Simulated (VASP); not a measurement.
Here is a VASP 6.6.1 calculation.

INCAR

```
SYSTEM = SrCl2
PREC     = Accurate       ! precision mode
ENCUT    = 500            ! plane-wave cutoff, eV
EDIFF    = 1E-6           ! SCF threshold, eV
ISMEAR   = 0              ! smearing method
SIGMA    = 0.01           ! smearing width, eV
LREAL    = .False.        ! projectors in reciprocal space
LASPH    = .True.         ! aspherical terms in the spheres
NELM     = 120            ! most SCF steps
ALGO     = Normal         ! electronic algorithm
ISIF     = 2              ! what is computed and relaxed
LWAVE    = .False.        ! write WAVECAR
LCHARG   = .False.        ! write CHGCAR
GGA      = B5             ! functional
ALDAX    = 1.0          
AGGAX    = 1.0          
AGGAC    = 1.0          
ALDAC    = 0.0          
NBANDS   = 19             ! bands
ISYM     = -1           
GGA_COMPAT= .False.
```

KPOINTS

```
explicit points
63
Reciprocal
  0.10000000   0.10000000   0.10000000 2
  0.10000000   0.10000000   0.30000000 2
  0.10000000   0.10000000   0.50000000 2
  0.10000000   0.10000000   0.70000000 2
  0.10000000   0.10000000   0.90000000 2
  0.10000000   0.30000000   0.10000000 2
  0.10000000   0.30000000   0.30000000 2
  0.10000000   0.30000000   0.50000000 2
  0.10000000   0.30000000   0.70000000 2
  0.10000000   0.30000000   0.90000000 2
  0.10000000   0.50000000   0.10000000 2
  0.10000000   0.50000000   0.30000000 2
  0.10000000   0.50000000   0.50000000 2
  0.10000000   0.50000000   0.70000000 2
  0.10000000   0.50000000   0.90000000 2
  0.10000000   0.70000000   0.10000000 2
  0.10000000   0.70000000   0.30000000 2
  0.10000000   0.70000000   0.50000000 2
  0.10000000   0.70000000   0.70000000 2
  0.10000000   0.70000000   0.90000000 2
  0.10000000   0.90000000   0.10000000 2
  0.10000000   0.90000000   0.30000000 2
  0.10000000   0.90000000   0.50000000 2
  0.10000000   0.90000000   0.70000000 2
  0.10000000   0.90000000   0.90000000 2
  0.30000000   0.10000000   0.10000000 2
  0.30000000   0.10000000   0.30000000 2
  0.30000000   0.10000000   0.50000000 2
  0.30000000   0.10000000   0.70000000 2
  0.30000000   0.10000000   0.90000000 2
  0.30000000   0.30000000   0.10000000 2
  0.30000000   0.30000000   0.30000000 2
  0.30000000   0.30000000   0.50000000 2
  0.30000000   0.30000000   0.70000000 2
  0.30000000   0.30000000   0.90000000 2
  0.30000000   0.50000000   0.10000000 2
  0.30000000   0.50000000   0.30000000 2
  0.30000000   0.50000000   0.50000000 2
  0.30000000   0.50000000   0.70000000 2
  0.30000000   0.50000000   0.90000000 2
  0.30000000   0.70000000   0.10000000 2
  0.30000000   0.70000000   0.30000000 2
  0.30000000   0.70000000   0.50000000 2
  0.30000000   0.70000000   0.70000000 2
  0.30000000   0.70000000   0.90000000 2
  0.30000000   0.90000000   0.10000000 2
  0.30000000   0.90000000   0.30000000 2
  0.30000000   0.90000000   0.50000000 2
  0.30000000   0.90000000   0.70000000 2
  0.30000000   0.90000000   0.90000000 2
  0.50000000   0.10000000   0.10000000 2
  0.50000000   0.10000000   0.30000000 2
  0.50000000   0.10000000   0.50000000 2
  0.50000000   0.10000000   0.70000000 2
  0.50000000   0.10000000   0.90000000 2
  0.50000000   0.30000000   0.10000000 2
  0.50000000   0.30000000   0.30000000 2
  0.50000000   0.30000000   0.50000000 2
  0.50000000   0.30000000   0.70000000 2
  0.50000000   0.30000000   0.90000000 2
  0.50000000   0.50000000   0.10000000 2
  0.50000000   0.50000000   0.30000000 2
  0.50000000   0.50000000   0.50000000 1
```

POSCAR

```
SrCl2
1.0
    0.0000000000      3.4883500000      3.4883500000
    3.4883500000      0.0000000000      3.4883500000
    3.4883500000      3.4883500000      0.0000000000
Sr Cl
1 2
Direct
    0.0000000000      0.0000000000      0.0000000000
    0.2500000000      0.2500000000      0.2500000000
    0.7500000000      0.7500000000      0.7500000000
```

Potentials or basis: VASP PAW PBE potentials, release 64 (Sr_sv, Cl).

Command:

```sh
$ cat potpaw_PBE.64/Sr_sv/POTCAR potpaw_PBE.64/Cl/POTCAR > POTCAR
$ mpirun -np 1 vasp_std > vasp.out
```

Task: Estimate the band gap on the k mesh.

Result: 5.70 eV (least direct gap 5.71 eV).

Task: Estimate the pressure.

Result: 2.7 GPa.

Caveat: the PAW data sets were made with another functional, which shifts forces and pressure a little; a shifted mesh leaves out Γ, where band edges can lie. A k mesh can miss the band edges.
